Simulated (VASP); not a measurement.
# Zn in VASP: notebook

Zn is run at these levels: PBE; tasks: single point.

Program: VASP 6.6.1. These are calculated values, not measurements. Logs are shortened: lines on timing, memory, paths and dates and some standing lists are left out, and cuts for length are marked.

**1. The cell of the first run**

The cell holds a slab with vacuum, 6 atoms: a = 2.665 Å, b = 2.665 Å, c = 30.367 Å, α = 90.00°, β = 90.00°, γ = 120.00°.

**2. Single point, PBE**

File INCAR:

```
SYSTEM = Zn
PREC     = Accurate       ! precision mode
ENCUT    = 520            ! plane-wave cutoff, eV
EDIFF    = 1E-6           ! SCF threshold, eV
ISMEAR   = 0              ! smearing method
SIGMA    = 0.1            ! smearing width, eV
LREAL    = .FALSE.        ! projectors in reciprocal space
LASPH    = .TRUE.         ! aspherical terms in the spheres
NELM     = 100            ! most SCF steps
ALGO     = Normal         ! electronic algorithm
ISIF     = 2              ! what is computed and relaxed
LWAVE    = .FALSE.        ! write WAVECAR
LCHARG   = .FALSE.        ! write CHGCAR
LDIPOL   = .TRUE.       
IDIPOL   = 3            
DIPOL    = 0.5 0.5 0.502
GGA      = PE             ! functional
NBANDS   = 45             ! bands
```

File KPOINTS:

```
regular mesh
0
G
  12 12 1
  0 0 0
```

File POSCAR:

```
Zn
1.0
    2.6647980516      0.0000000029      0.0000000000
   -1.3323990283      2.3077828072      0.0000000000
    0.0000000000      0.0000000000     30.3667502245
Zn
6
Direct
    0.6666666667      0.3333333333      0.2963767915
    0.3333333333      0.6666666667      0.3778260809
    0.6666666667      0.3333333333      0.4592753603
    0.3333333333      0.6666666667      0.5424452051
    0.6666666667      0.3333333333      0.6255954422
    0.3333333333      0.6666666667      0.7087300363
```

Potentials or basis: VASP PAW PBE potentials, release 64 (Zn).

Launch:

```
> cat potpaw_PBE.64/Zn/POTCAR > POTCAR
> mpirun -np 1 vasp_std > vasp.out
```

OUTCAR:

```text
SYSTEM = Zn
   PREC = Accurate
   ENCUT = 520
   EDIFF = 1E-6
   ISMEAR = 0
   LREAL = .FALSE.
   LASPH = .TRUE.
   NELM = 100
   ISIF = 2
   GGA = PE

 ion  position               nearest neighbor table
   1  0.667  0.333  0.296-   2 2.91   2 2.91   2 2.91
   2  0.333  0.667  0.378-   3 2.91   3 2.91   3 2.91   1 2.91   1 2.91   1 2.91
   3  0.667  0.333  0.459-   2 2.91   2 2.91   2 2.91   4 2.96   4 2.96   4 2.96
   4  0.333  0.667  0.542-   5 2.96   5 2.96   5 2.96   3 2.96   3 2.96   3 2.96
   5  0.667  0.333  0.626-   6 2.96   6 2.96   6 2.96   4 2.96   4 2.96   4 2.96
   6  0.333  0.667  0.709-   5 2.96   5 2.96   5 2.96

  LATTYP: Found a hexagonal cell.
 ALAT       =     2.6647980516
 C/A-ratio  =    11.3955165219

  Lattice vectors:

 A1 = (   2.6647980516,   0.0000000029,   0.0000000000)
 A2 = (  -1.3323990283,   2.3077828072,   0.0000000000)
 A3 = (   0.0000000000,   0.0000000000,  30.3667502245)

Analysis of symmetry for initial positions (statically):
=====================================================================
 Subroutine PRICEL returns:
 Original cell was already a primitive cell.

 Routine SETGRP: Setting up the symmetry group for a
 hexagonal supercell.

 Subroutine GETGRP returns: Found  6 space group operations
 (whereof  6 operations were pure point group operations)
 out of a pool of 24 trial point group operations.

The static configuration has the point symmetry C_3v.

Analysis of symmetry for dynamics (positions and initial velocities):
=====================================================================
 Subroutine PRICEL returns:
 Original cell was already a primitive cell.

 Routine SETGRP: Setting up the symmetry group for a
 hexagonal supercell.

 Subroutine GETGRP returns: Found  6 space group operations
 (whereof  6 operations were pure point group operations)
 out of a pool of 24 trial point group operations.

The dynamic configuration has the point symmetry C_3v.

 Subroutine INISYM returns: Found  6 space group operations
 (whereof  6 operations are pure point group operations),
 and found     1 'primitive' translations

----------------------------------------------------------------------------------------

                                     Primitive cell

  volume of cell :     186.7487

  direct lattice vectors                    reciprocal lattice vectors
     2.664798052  0.000000003  0.000000000     0.375262958  0.216658170  0.000000000
    -1.332399028  2.307782807  0.000000000    -0.000000000  0.433316340  0.000000000
     0.000000000  0.000000000 30.366750224     0.000000000  0.000000000  0.032930755

  length of vectors
     2.664798052  2.664798052 30.366750224     0.433316340  0.433316340  0.032930755

  position of ions in fractional coordinates (direct lattice)
     0.666666667  0.333333333  0.296376792
     0.333333333  0.666666667  0.377826081
     0.666666667  0.333333333  0.459275360
     0.333333333  0.666666667  0.542445205
     0.666666667  0.333333333  0.625595442
     0.333333333  0.666666667  0.708730036

  ion indices of the primitive-cell ions
   primitive index   ion index
                 1           1
                 2           2
                 3           3
                 4           4
                 5           5
                 6           6

----------------------------------------------------------------------------------------

 KPOINTS: regular mesh

Automatic generation of k-mesh.
 Grid dimensions read from file:
 generate k-points for:   12   12    1

 Generating k-lattice:

  Cartesian coordinates                     Fractional coordinates (reciprocal lattice)
     0.031271913  0.018054848  0.000000000     0.083333333  0.000000000  0.000000000
    -0.000000000  0.036109695  0.000000000     0.000000000  0.083333333  0.000000000
     0.000000000  0.000000000  0.032930755     0.000000000  0.000000000  1.000000000

  Length of vectors
     0.036109695  0.036109695  0.032930755

  Shift w.r.t. Gamma in fractional coordinates (k-lattice)
     0.000000000  0.000000000  0.000000000

 Subroutine IBZKPT returns following result:
 ===========================================

 Found     19 irreducible k-points:

 Following reciprocal coordinates:
            Coordinates               Weight
  0.000000  0.000000  0.000000      1.000000
  0.083333  0.000000  0.000000      6.000000
  0.166667  0.000000  0.000000      6.000000
  0.250000  0.000000  0.000000      6.000000
  0.333333  0.000000  0.000000      6.000000
  0.416667  0.000000  0.000000      6.000000
[... 11 lines left out ...]
  0.333333  0.250000  0.000000     12.000000
  0.333333  0.333333  0.000000      2.000000
   k-points           NKPTS =     19   k-points in BZ     NKDIM =     19   number of bands    NBANDS=     45
   number of dos      NEDOS =    301   number of ions     NIONS =      6
   total plane-waves  NPLWV =  96000
   dimension x,y,z NGX =    20 NGY =   20 NGZ =  240
   dimension x,y,z NGXF=    40 NGYF=   40 NGZF=  480
   ions per type =               6
   NGX,Y,Z   is equivalent  to a cutoff of  12.48, 12.48, 13.14 a.u.
   NGXF,Y,Z  is equivalent  to a cutoff of  24.95, 24.95, 26.28 a.u.
 SYSTEM =  Zn
   PREC   = accura    normal or accurate (medium, high low for compatibility)
   ISTART =      0    job   : 0-new  1-cont  2-samecut
   ICHARG =      2    charge: 1-file 2-atom 10-const
   ISPIN  =      1    spin polarized calculation?
   LNONCOLLINEAR =      F non collinear calculations
   LSORBIT =      F    spin-orbit coupling
   LASPH  =      T    aspherical Exc in radial PAW
   ENCUT  =  520.0 eV  38.22 Ry    6.18 a.u.   4.95  4.95 56.46*2*pi/ulx,y,z
   NELM   =    100;   NELMIN=  2; NELMDL= -5     # of ELM steps
   EDIFF  = 0.1E-05   stopping-criterion for ELM
   LREAL  =      F    real-space projection
   EDIFFG = 0.1E-04   stopping-criterion for IOM
   NSW    =      0    number of steps for IOM
   IBRION =     -1    ionic relax: 0-MD 1-quasi-New 2-CG
   NFREE  =      0    steps in history (QN), initial steepest desc. (CG)
   ISIF   =      2    stress and relaxation
   ISYM   =      2    0-nonsym 1-usesym 2-fastsym
   POTIM  = 0.5000    time-step for ionic-motion
   TEBEG  =    0.0;   TEEND  =   0.0 temperature during run
   PSTRESS=    0.0 pullay stress
   NELECT =      72.0000    total number of electrons
   NUPDOWN=      -1.0000    fix difference up-down
   EMIN   =  10.00;   EMAX   =-10.00  energy-range for DOS
   EFERMI =   0.00;   METHOD = LEGACY
   ISMEAR =     0;   SIGMA  =   0.10  broadening in eV -4-tet -1-fermi 0-gaus
   EFERMI_NEDOS =   21; number of points for ismear=-14 and -15
   IALGO  =     38    algorithm
   IMIX   =      4    mixing-type and parameters
     AMIX     =   0.40;   BMIX     =  1.00
     AMIX_MAG =   1.60;   BMIX_MAG =  1.00
  volume/ion in A,a.u.               =      31.12       210.04
  Fermi-wavevector in a.u.,A,eV,Ry     =   1.191516  2.251638 19.316326  1.419710
  Thomas-Fermi vector in A             =   2.327576
   LORBIT       =      0    0 simple, 1 ext, 2 COOP (PROOUT), +10 PAW based schemes
   GGA     = PE    functional components
   LHFCALC =     F    Hartree Fock is set to
   AEXX    =    0.0000 exact exchange contribution
   IVDW    =     0    specifies the selected vdW correction
   LEPSILON=     F    determine dielectric tensor
   LRPA    =     F    only Hartree local field effects (RPA)
 non-spin polarized calculation
 Gauss-broadening in eV      SIGMA  =   0.10
  energy-cutoff  :      520.00
  volume of cell :      186.75
 maximum number of plane-waves:      5095
 NGX is ok and might be reduce to    20
   NGX =  9   NGY =  9   NGZ =113

 dipolmoment           0.000000      0.000000     -0.000070 electrons x Angstroem

 number of electron      72.0000001 magnetization

 dipolmoment           0.000000      0.000000      0.000042 electrons x Angstroem

 Free energy of the ion-electron system (eV)
  ---------------------------------------------------
  ext. energy  EPLUGINS =         0.00000000
  ---------------------------------------------------
  free energy    TOTEN  =        -6.40801727 eV

  energy without entropy =       -6.40098811  energy(sigma->0) =       -6.40450269

 E-fermi :  -0.4865     XC(G=0):  -6.2501

 val. band max:       -0.5882834115   @ k =   0.3333   0.2500   0.0000
 cond. band min:      -0.4840689604   @ k =   0.1667   0.1667   0.0000
 fundamental gap:      0.1042144511
 Fermi energy:        -0.4865058280

 k-point     1 :       0.0000    0.0000    0.0000
  band No.  band energies     occupation
      1     -10.7945      2.00000
      2     -10.3575      2.00000
      3      -9.7537      2.00000
      4      -9.3234      2.00000
      5      -9.1587      2.00000
      6      -9.0848      2.00000
[... 37 lines left out ...]
     44       5.4913      0.00000
     45       5.7457      0.00000

 k-point     2 :       0.0833    0.0000    0.0000
  band No.  band energies     occupation
      1     -10.5900      2.00000
      2     -10.1578      2.00000
      3      -9.5734      2.00000
      4      -9.1971      2.00000
      5      -9.0527      2.00000
      6      -8.9757      2.00000
[... 37 lines left out ...]
     44       5.6894      0.00000
     45       5.9368      0.00000

 k-point     3 :       0.1667    0.0000    0.0000
  band No.  band energies     occupation
      1     -10.0025      2.00000
      2      -9.5986      2.00000
      3      -9.1168      2.00000
      4      -8.9280      2.00000
      5      -8.7946      2.00000
      6      -8.7135      2.00000
[... 37 lines left out ...]
     44       6.2790      0.00000
     45       6.5050      0.00000

 k-point     4 :       0.2500    0.0000    0.0000
  band No.  band energies     occupation
      1      -9.2359      2.00000
      2      -8.9998      2.00000
      3      -8.8418      2.00000
      4      -8.7847      2.00000
      5      -8.6434      2.00000
      6      -8.5565      2.00000
[... 661 lines left out ...]
     44       4.0601      0.00000
     45       4.7647      0.00000

 k-point    18 :       0.3333    0.2500    0.0000
  band No.  band energies     occupation
      1      -8.6703      2.00000
      2      -8.6307      2.00000
      3      -8.6039      2.00000
      4      -8.5541      2.00000
      5      -8.5244      2.00000
      6      -8.4899      2.00000
[... 37 lines left out ...]
     44       3.5203      0.00000
     45       4.3747      0.00000

 k-point    19 :       0.3333    0.3333    0.0000
  band No.  band energies     occupation
      1      -8.6031      2.00000
      2      -8.5290      2.00000
      3      -8.5142      2.00000
      4      -8.4891      2.00000
      5      -8.4495      2.00000
      6      -8.4146      2.00000
[... 37 lines left out ...]
     44       3.0769      0.00000
     45       3.0836      0.00000

------------------------ aborting loop because EDIFF is reached ----------------------------------------

 vacuum level on the upper side and lower side of the slab       (xc-potential included)        -0.187        -0.171

  FORCE on cell =-STRESS in cart. coord.  units (eV):
  Direction    XX          YY          ZZ          XY          YZ          ZX
  --------------------------------------------------------------------------------------
  -------------------------------------------------------------------------------------
  Total       -1.8546223     -1.8546223      0.3703247     -0.0000000      0.0000000      0.0000000
  in kB      -15.9114044    -15.9114044      3.1771349     -0.0000000      0.0000000      0.0000000
  external PRESSURE =      -9.5485580 kB  Pullay stress =       0.0000000 kB

 VOLUME and BASIS-vectors are now :
 -----------------------------------------------------------------------------
  energy-cutoff  :      520.00
  volume of cell :      186.75
      direct lattice vectors                 reciprocal lattice vectors
     2.664798052  0.000000003  0.000000000     0.375262958  0.216658170  0.000000000
    -1.332399028  2.307782807  0.000000000    -0.000000000  0.433316340  0.000000000
     0.000000000  0.000000000 30.366750224     0.000000000  0.000000000  0.032930755

 POSITION                                       TOTAL-FORCE (eV/Angst)
 -----------------------------------------------------------------------------------
      1.33240      0.76926      9.00000         0.000000      0.000000     -0.065660
     -0.00000      1.53852     11.47335         0.000000     -0.000000      0.001125
      1.33240      0.76926     13.94670         0.000000      0.000000      0.047579
     -0.00000      1.53852     16.47230        -0.000000      0.000000      0.010198
      1.33240      0.76926     18.99730         0.000000     -0.000000      0.011929
     -0.00000      1.53852     21.52183        -0.000000      0.000000     -0.005172
 -----------------------------------------------------------------------------------
    total drift:                                0.000002      0.000003      0.003348

  FREE ENERGIE OF THE ION-ELECTRON SYSTEM (eV)
  ---------------------------------------------------
  free  energy   TOTEN  =        -6.4080172675 eV

  energy  without entropy=       -6.4009881060  energy(sigma->0) =       -6.40450269

 vacuum level on the upper side and lower side of the slab         3.352         3.361
```

Run time: 2.4 min. Hardware: 1 thread of Intel Xeon 6975P-C (Granite Rapids), shared host; peak memory 0.34 GiB.

Results:

```
Free energy            : -6.4080 eV
Largest force          : 0.066 eV/Å
Band gap on the k mesh : zero (band 36 reaches 0.25 eV, above the bottom of band 37 at -3.37 eV)
```

Forces in eV/Å, atoms in the order of the input:
```
Zn   0.000  0.000 -0.066
Zn   0.000  0.000  0.001
Zn   0.000  0.000  0.048
Zn   0.000  0.000  0.010
Zn   0.000  0.000  0.012
Zn   0.000  0.000 -0.005
```

(Part 1 of 2 ends here.)
